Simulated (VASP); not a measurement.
Wanted: the native input for a VASP 6.6.1 run.

```yaml
Task: single point
Functional: LDA
Potentials_or_basis: VASP PAW LDA potentials, release 64 (Mn_pv, O)
Cutoff: 520 eV
k_mesh: 11 × 11 × 6
Occupations: fermi-dirac, width 0.03 eV
Spin: no spin polarisation
Dipole_correction: no
k_mesh_for_the_DOS: 17 × 17 × 9
Occupations_for_the_DOS: tetrahedron
Further_INCAR_settings: ALGO = Normal; EDIFF = 1e-06; NBANDS = 20
```

Crystal: MnO2.

```xyz
3
Lattice="2.8566 0.0000 0.0000 -1.4283 2.4739 0.0000 0.0000 0.0000 4.6014" Properties=species:S:1:pos:R:3 pbc="T T T"
Mn    0.0000    0.0000    2.3007
O     1.4283    0.8246    1.3515
O     0.0000    1.6492    3.2499
```

One way to write it, as run:

POSCAR

```
MnO2
1.0
    2.8565781804      0.0000000000      0.0000000000
   -1.4282890902      2.4738692722      0.0000000000
    0.0000000000      0.0000000000      4.6013740589
Mn O
1 2
Direct
    0.0000000000      0.0000000000      0.5000000000
    0.6666666667      0.3333333333      0.2937074300
    0.3333333333      0.6666666667      0.7062925700
```

INCAR.step1

```
ALGO = Normal
EDIFF = 1E-6
ENCUT = 520
ISIF = 2
ISMEAR = -1
LASPH = T
LCHARG = T
LMAXMIX = 4
LREAL = F
LWAVE = F
NBANDS = 20
NELM = 80
PREC = Accurate
SIGMA = 0.03
```

KPOINTS.step1

```
k-points
0
Gamma
  11 11 6
```

INCAR.step2

```
ALGO = Normal
EDIFF = 1E-6
ENCUT = 520
ICHARG = 11
ISIF = 2
ISMEAR = -5
LASPH = T
LCHARG = F
LMAXMIX = 4
LORBIT = 10
LREAL = F
LWAVE = F
NBANDS = 20
NEDOS = 1001
NELM = 80
PREC = Accurate
SIGMA = 0.03
```

KPOINTS.step2

```
k-points
0
Gamma
  17 17 9
```

Potentials or basis: VASP PAW LDA potentials, release 64 (Mn_pv, O).

The run is started by

```console
$ cat potpaw_LDA.64/Mn_pv/POTCAR potpaw_LDA.64/O/POTCAR > POTCAR
$ cp INCAR.step1 INCAR
$ cp KPOINTS.step1 KPOINTS
$ mpirun -np 1 vasp_std > vasp.out
$ cp INCAR.step2 INCAR
$ cp KPOINTS.step2 KPOINTS
$ mpirun -np 1 vasp_std > vasp.out
```

It gave:

* Valence electrons inside the program's atomic spheres: Mn 11.85; O 4.93

Caveat: an odd number of electrons without spin polarisation forces a metal; a magnetic or distorted state may lie lower; the run has no spin polarisation, though such a crystal can be magnetic.

It took 3.5 min on 1 thread of Intel Xeon 8259CL (shared host), peak memory 0.27 GiB.
